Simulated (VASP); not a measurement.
# Li (R-3m) in VASP: further runs

Runs on Li. Level: RPBE. Tasks: single point.

Program: VASP 6.6.1. These are calculated values, not measurements. Logs are shortened: lines on timing, memory, paths and dates and some standing lists are left out, and cuts for length are marked.

### 1 The cell of the first run

Symmetry: R-3m, No. 166, trigonal system. Conventional cell: a = 3.145 Å, b = 3.145 Å, c = 23.003 Å, α = 90.00°, β = 90.00°, γ = 120.00°. Within 4.1 Å of Li (site symmetry -3m) lie 12 Li at 3.13 to 3.15 Å. Li (site symmetry 3m) has 12 Li at 3.13 to 3.15 Å within 4.1 Å.

### 2 Single point, RPBE (21.90 Å³/atom)

The input, INCAR:

```
ALGO = Normal ; EDIFF = 1E-6
ENCUT = 520 ; GGA = RP
ISIF = 2 ; ISMEAR = -1
LASPH = True ; LCHARG = False
LREAL = False ; LWAVE = False
NBANDS = 12 ; NELM = 60
PREC = Accurate ; SIGMA = 0.1
```

The input, KPOINTS:

```
k-points
0
Gamma
  13 13 13
```

The input, POSCAR:

```
Li
1.0
    1.5727228862      0.9080119817      7.6677655847
   -1.5727228862      0.9080119817      7.6677655847
    0.0000000000     -1.8160239634      7.6677655847
Li
3
Direct
    0.0000000000      0.0000000000      1.0000000000
    0.2222671044      0.2222671044      0.2222671044
    0.7777328956      0.7777328956      0.7777328956
```

Potentials or basis: VASP PAW PBE potentials, release 64 (Li_sv).

Command:

```sh
cat potpaw_PBE.64/Li_sv/POTCAR > POTCAR
mpirun -np 1 vasp_std > vasp.out
```

OUTCAR:

```text
EDIFF = 1E-6
   ENCUT = 520
   GGA = RP
   ISIF = 2
   ISMEAR = -1
   LASPH = True
   LREAL = False
   NELM = 60
   PREC = Accurate

 ion  position               nearest neighbor table
   1  0.000  0.000  0.000-
   2  0.222  0.222  0.222-
   3  0.778  0.778  0.778-

  LATTYP: Found a trigonal (rhomboedric) cell.
 ALAT       =     7.8798840155
 COS(alpha) =     0.9203300107

  Lattice vectors:

 A1 = (   1.5727228862,   0.9080119817,   7.6677655847)
 A2 = (  -1.5727228862,   0.9080119817,   7.6677655847)
 A3 = (   0.0000000000,  -1.8160239634,   7.6677655847)

Analysis of symmetry for initial positions (statically):
=====================================================================
 Subroutine PRICEL returns:
 Original cell was already a primitive cell.

 Routine SETGRP: Setting up the symmetry group for a
 trigonal (rhombohedral) supercell.

 Subroutine GETGRP returns: Found 12 space group operations
 (whereof 12 operations were pure point group operations)
 out of a pool of 12 trial point group operations.

The static configuration has the point symmetry D_3d.

Analysis of symmetry for dynamics (positions and initial velocities):
=====================================================================
 Subroutine PRICEL returns:
 Original cell was already a primitive cell.

 Routine SETGRP: Setting up the symmetry group for a
 trigonal (rhombohedral) supercell.

 Subroutine GETGRP returns: Found 12 space group operations
 (whereof 12 operations were pure point group operations)
 out of a pool of 12 trial point group operations.

The dynamic configuration has the point symmetry D_3d.

 Subroutine INISYM returns: Found 12 space group operations
 (whereof 12 operations are pure point group operations),
 and found     1 'primitive' translations

----------------------------------------------------------------------------------------

                                     Primitive cell

  volume of cell :      65.6998

  direct lattice vectors                    reciprocal lattice vectors
     1.572722886  0.908011982  7.667765585     0.317919962  0.183551176  0.043472030
    -1.572722886  0.908011982  7.667765585    -0.317919962  0.183551176  0.043472030
     0.000000000 -1.816023963  7.667765585     0.000000000 -0.367102351  0.043472030

  length of vectors
     7.879884015  7.879884015  7.879884015     0.369667355  0.369667355  0.369667355

  position of ions in fractional coordinates (direct lattice)
     0.000000000  0.000000000  0.000000000
     0.222267104  0.222267104  0.222267104
     0.777732896  0.777732896  0.777732896

  ion indices of the primitive-cell ions
   primitive index   ion index
                 1           1
                 2           2
                 3           3

----------------------------------------------------------------------------------------

 KPOINTS: k-points

Automatic generation of k-mesh.
 Grid dimensions read from file:
 generate k-points for:   13   13   13

 Generating k-lattice:

  Cartesian coordinates                     Fractional coordinates (reciprocal lattice)
     0.024455382  0.014119321  0.003344002     0.076923077  0.000000000  0.000000000
    -0.024455382  0.014119321  0.003344002     0.000000000  0.076923077  0.000000000
     0.000000000 -0.028238642  0.003344002     0.000000000  0.000000000  0.076923077

  Length of vectors
     0.028435950  0.028435950  0.028435950

  Shift w.r.t. Gamma in fractional coordinates (k-lattice)
     0.000000000  0.000000000  0.000000000

 Subroutine IBZKPT returns following result:
 ===========================================

 Found    231 irreducible k-points:

 Following reciprocal coordinates:
            Coordinates               Weight
  0.000000  0.000000  0.000000      1.000000
  0.076923 -0.000000  0.000000      6.000000
  0.153846  0.000000  0.000000      6.000000
  0.230769  0.000000 -0.000000      6.000000
  0.307692  0.000000  0.000000      6.000000
  0.384615  0.000000 -0.000000      6.000000
[... 16 lines left out ...]
  0.384615  0.153846 -0.000000     12.000000
  0.461538  0.153846 -0.000000     12.000000
 [... further k-points ...]
   k-points           NKPTS =    231   k-points in BZ     NKDIM =    231   number of bands    NBANDS=     12
   number of dos      NEDOS =    301   number of ions     NIONS =      3
   total plane-waves  NPLWV = 216000
   dimension x,y,z NGX =    60 NGY =   60 NGZ =   60
   dimension x,y,z NGXF=   120 NGYF=  120 NGZF=  120
   ions per type =               3
   NGX,Y,Z   is equivalent  to a cutoff of  12.66, 12.66, 12.66 a.u.
   NGXF,Y,Z  is equivalent  to a cutoff of  25.32, 25.32, 25.32 a.u.
 SYSTEM =  unknown system
   PREC   = accura    normal or accurate (medium, high low for compatibility)
   ISTART =      0    job   : 0-new  1-cont  2-samecut
   ICHARG =      2    charge: 1-file 2-atom 10-const
   ISPIN  =      1    spin polarized calculation?
   LNONCOLLINEAR =      F non collinear calculations
   LSORBIT =      F    spin-orbit coupling
   LASPH  =      T    aspherical Exc in radial PAW
   ENCUT  =  520.0 eV  38.22 Ry    6.18 a.u.  14.65 14.65 14.65*2*pi/ulx,y,z
   NELM   =     60;   NELMIN=  2; NELMDL= -5     # of ELM steps
   EDIFF  = 0.1E-05   stopping-criterion for ELM
   LREAL  =      F    real-space projection
   EDIFFG = 0.1E-04   stopping-criterion for IOM
   NSW    =      0    number of steps for IOM
   IBRION =     -1    ionic relax: 0-MD 1-quasi-New 2-CG
   NFREE  =      0    steps in history (QN), initial steepest desc. (CG)
   ISIF   =      2    stress and relaxation
   ISYM   =      2    0-nonsym 1-usesym 2-fastsym
   POTIM  = 0.5000    time-step for ionic-motion
   TEBEG  =    0.0;   TEEND  =   0.0 temperature during run
   PSTRESS=    0.0 pullay stress
   NELECT =       9.0000    total number of electrons
   NUPDOWN=      -1.0000    fix difference up-down
   EMIN   =  10.00;   EMAX   =-10.00  energy-range for DOS
   EFERMI =   0.00;   METHOD = LEGACY
   ISMEAR =    -1;   SIGMA  =   0.10  broadening in eV -4-tet -1-fermi 0-gaus
   EFERMI_NEDOS =   21; number of points for ismear=-14 and -15
   IALGO  =     38    algorithm
   IMIX   =      4    mixing-type and parameters
     AMIX     =   0.40;   BMIX     =  1.00
     AMIX_MAG =   1.60;   BMIX_MAG =  1.00
  volume/ion in A,a.u.               =      21.90       147.79
  Fermi-wavevector in a.u.,A,eV,Ry     =   0.843920  1.594777  9.690072  0.712200
  Thomas-Fermi vector in A             =   1.958865
   LORBIT       =      0    0 simple, 1 ext, 2 COOP (PROOUT), +10 PAW based schemes
   GGA     = RP    functional components
   LHFCALC =     F    Hartree Fock is set to
   AEXX    =    0.0000 exact exchange contribution
   IVDW    =     0    specifies the selected vdW correction
   LEPSILON=     F    determine dielectric tensor
   LRPA    =     F    only Hartree local field effects (RPA)
 non-spin polarized calculation
  energy-cutoff  :      520.00
  volume of cell :       65.70
 maximum number of plane-waves:      1787
   NGX = 29   NGY = 29   NGZ = 29

 number of electron       9.0000007 magnetization

 Free energy of the ion-electron system (eV)
  ---------------------------------------------------
  ext. energy  EPLUGINS =         0.00000000
  ---------------------------------------------------
  free energy    TOTEN  =        -5.45745079 eV

  energy without entropy =       -5.40572070  energy(sigma->0) =       -5.43158575

 E-fermi :   0.4766     XC(G=0):  -6.8267

 val. band max:        0.4762771124   @ k =   0.4615   0.0769   0.0769
 cond. band min:       0.4803062924   @ k =  -0.4615   0.4615   0.0769
 fundamental gap:      0.0040291800
 Fermi energy:         0.4765669119

 k-point     1 :       0.0000    0.0000    0.0000
  band No.  band energies     occupation
      1     -46.3809      2.00000
      2     -46.3715      2.00000
      3     -46.3707      2.00000
      4      -2.9925      2.00000
      5      -1.0699      2.00000
      6      -1.0691      2.00000
      7       5.9152      0.00000
      8       5.9219      0.00000
      9      12.7226      0.00000
     10      12.7226      0.00000
     11      12.8548      0.00000
     12      12.8548      0.00000

 k-point     2 :       0.0769   -0.0000    0.0000
  band No.  band energies     occupation
      1     -46.3802      2.00000
      2     -46.3712      2.00000
      3     -46.3703      2.00000
      4      -2.8997      2.00000
      5      -1.0674      2.00000
      6      -0.8762      2.00000
      7       5.7644      0.00000
      8       6.1880      0.00000
      9      11.6024      0.00000
     10      12.0192      0.00000
     11      12.3225      0.00000
     12      12.4700      0.00000

 k-point     3 :       0.1538    0.0000    0.0000
  band No.  band energies     occupation
      1     -46.3784      2.00000
      2     -46.3703      2.00000
      3     -46.3690      2.00000
      4      -2.6217      2.00000
      5      -0.8742      2.00000
      6      -0.4863      1.99987
      7       5.6967      0.00000
      8       6.5628      0.00000
      9       9.7480      0.00000
     10      10.6864      0.00000
     11      11.0854      0.00000
     12      11.5612      0.00000
[... 286 lines left out ...]
 k-point    23 :       0.3846    0.1538   -0.0000
  band No.  band energies     occupation
      1     -46.3715      2.00000
      2     -46.3675      2.00000
      3     -46.3652      2.00000
      4      -1.1904      2.00000
      5       0.0666      1.96740
      6       1.4583      0.00011
      7       4.9252      0.00000
      8       6.2908      0.00000
      9       6.7344      0.00000
     10       7.3142      0.00000
     11       7.9520      0.00000
     12       9.2062      0.00000

 k-point    24 :       0.4615    0.1538   -0.0000
  band No.  band energies     occupation
      1     -46.3691      2.00000
      2     -46.3663      2.00000
      3     -46.3645      2.00000
      4      -0.3636      1.99955
      5       0.7634      0.10745
      6       2.1839      0.00000
      7       3.9638      0.00000
      8       5.3281      0.00000
      9       6.0546      0.00000
     10       6.4254      0.00000
     11       7.5091      0.00000
     12       8.7217      0.00000

 [... further k-points ...]

------------------------ aborting loop because EDIFF is reached ----------------------------------------

  FORCE on cell =-STRESS in cart. coord.  units (eV):
  Direction    XX          YY          ZZ          XY          YZ          ZX
  --------------------------------------------------------------------------------------
  -------------------------------------------------------------------------------------
  Total       -0.2465215     -0.2465215     -0.1738949     -0.0000000      0.0000000      0.0000000
  in kB       -6.0117586     -6.0117586     -4.2406621     -0.0000000      0.0000000      0.0000000
  external PRESSURE =      -5.4213931 kB  Pullay stress =       0.0000000 kB

 VOLUME and BASIS-vectors are now :
 -----------------------------------------------------------------------------
  energy-cutoff  :      520.00
  volume of cell :       65.70
      direct lattice vectors                 reciprocal lattice vectors
     1.572722886  0.908011982  7.667765585     0.317919962  0.183551176  0.043472030
    -1.572722886  0.908011982  7.667765585    -0.317919962  0.183551176  0.043472030
     0.000000000 -1.816023963  7.667765585     0.000000000 -0.367102351  0.043472030

 POSITION                                       TOTAL-FORCE (eV/Angst)
 -----------------------------------------------------------------------------------
      0.00000      0.00000      0.00000         0.000000     -0.000000     -0.000000
      0.00000      0.00000      5.11288        -0.000000     -0.000000     -0.001303
      0.00000      0.00000     17.89042        -0.000000      0.000000      0.001303
 -----------------------------------------------------------------------------------
    total drift:                               -0.000000     -0.000000      0.000000

  FREE ENERGIE OF THE ION-ELECTRON SYSTEM (eV)
  ---------------------------------------------------
  free  energy   TOTEN  =        -5.4574507936 eV

  energy  without entropy=       -5.4057206981  energy(sigma->0) =       -5.43158575
```

It took 11 min on 1 thread of Oxide Virtual Turin-like, shared host; peak memory 0.49 GiB.

What came out:

```yaml
Free_energy: -5.4575 eV
Band_gap_on_the_k_mesh: zero (an odd number of electrons rules out a gap without spin polarisation)
```

Levels at points of the mesh, in eV from the Fermi level:
```
           k point  band 1  band 2  band 3  band 4  band 5  band 6  band 7  band 8  band 9  band 10
(0.00, 0.00, 0.00)  -46.86  -46.85  -46.85   -3.47   -1.55   -1.55    5.44    5.45   12.25    12.25
```

Caveat: the cutoff is under 1.25 times the usual one of these potentials, so pressure, stress and relaxed cells hold a basis-set (Pulay) error; the PAW data sets were made with another functional, which shifts forces and pressure a little.

### 3 Single point, RPBE (22.74 Å³/atom)

This run uses another cell than the first one, of 22.74 Å³/atom.

Changes to INCAR since step 2:

```diff
@@ -1,2 +1,2 @@
-ALGO = Normal ; EDIFF = 1E-6
+ALGO = Normal ; EDIFF = 1E-7
 ENCUT = 520 ; GGA = RP
```

KPOINTS is that of step 2.

The input, POSCAR:

```
Li
1.0
    1.5926328844      0.9195070245      7.7648362134
   -1.5926328844      0.9195070245      7.7648362134
    0.0000000000     -1.8390140491      7.7648362134
Li
3
Direct
    0.0000000000      0.0000000000      1.0000000000
    0.2222671044      0.2222671044      0.2222671044
    0.7777328956      0.7777328956      0.7777328956
```

Potentials or basis: VASP PAW PBE potentials, release 64 (Li_sv).

Command:

```sh
cat potpaw_PBE.64/Li_sv/POTCAR > POTCAR
mpirun -np 1 vasp_std > vasp.out
```

Wall time 13 min (1 thread of Oxide Virtual Turin-like, shared host); peak memory 0.47 GiB.

Results (log left out):

| Item | Value |
| --- | --- |
| Free energy | -5.4468 eV |
| Band gap on the k mesh | zero (an odd number of electrons rules out a gap without spin polarisation) |

Levels at points of the mesh, in eV from the Fermi level:
```
           k point  band 2  band 3  band 4  band 5  band 6  band 7  band 8  band 9
(0.00, 0.00, 0.00)  -46.92  -46.91   -3.42   -1.52   -1.52    5.29    5.29   11.92
```

Caveat: the cutoff is under 1.25 times the usual one of these potentials, so pressure, stress and relaxed cells hold a basis-set (Pulay) error; the PAW data sets were made with another functional, which shifts forces and pressure a little.
